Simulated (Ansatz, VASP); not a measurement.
**Ge in VASP and in Ansatz**

INCAR

```
SYSTEM = Ge
PREC = Accurate ; ENCUT = 520
EDIFF = 1E-7 ; ISMEAR = 0
SIGMA = 0.15 ; LREAL = .False.
LASPH = .True. ; NELM = 100
ALGO = Normal ; ISIF = 2
LWAVE = .False. ; LCHARG = .False.
GGA = PE ; NBANDS = 13
```

The input KPOINTS:

```
regular mesh
0
Gamma
  20 20 18
  0 0 0
```

POSCAR

```
Ge
1.0
    1.3971490000     -2.6005160000      0.0000000000
    1.3971490000      2.6005160000      0.0000000000
    0.0000000000      0.0000000000      2.8331425500
Ge
1
Direct
    0.5000000000      0.5000000000      0.0000000000
```

Input for Ansatz:

```yaml
crystal:
  lattice:
    - [1.397149, -2.600516, 0.0]
    - [1.397149, 2.600516, 0.0]
    - [0.0, 0.0, 2.83314255]
  atoms:
    - { symbol: Ge, position: [0.5, 0.5, 0.0] }
basis:
  ecutwfc: 420
kpoints:
  mp_grid: { grid: [20, 20, 18] }
hamiltonian:
  xc: pbe
scf:
  occupations: { method: gaussian, width: 0.15 }
output:
  forces: true
  stress: true
  eigenvalues: true
```

Change from the starting cell: strain +0.000 along x and y, +0.050 along z, atoms carried along.

Alike in both runs: task single point; functional PBE; k mesh 20 × 20 × 18; occupations gaussian, width 0.15 eV; no spin polarisation.

```csv
,VASP,Ansatz
version,VASP 6.6.1,Ansatz 0.2.0
potentials or method,"VASP PAW PBE potentials, release 64 (Ge_d), cutoff 520 eV","scalar-relativistic, plane waves, PAW"
valence electrons in the cell,14,14
```

|  | VASP | Ansatz | Ansatz less VASP |
| --- | --- | --- | --- |
| gap on the k mesh at the Fermi level (eV) | none | none | - |
| pressure (GPa) | -3.1 | -3.1 | -0.01 |
| traceless stress, the component that is largest in VASP (GPa) | -4.11 | -4.10 | +0.009 |

A gap of «none» marks a metal or a gap that the smearing closes.
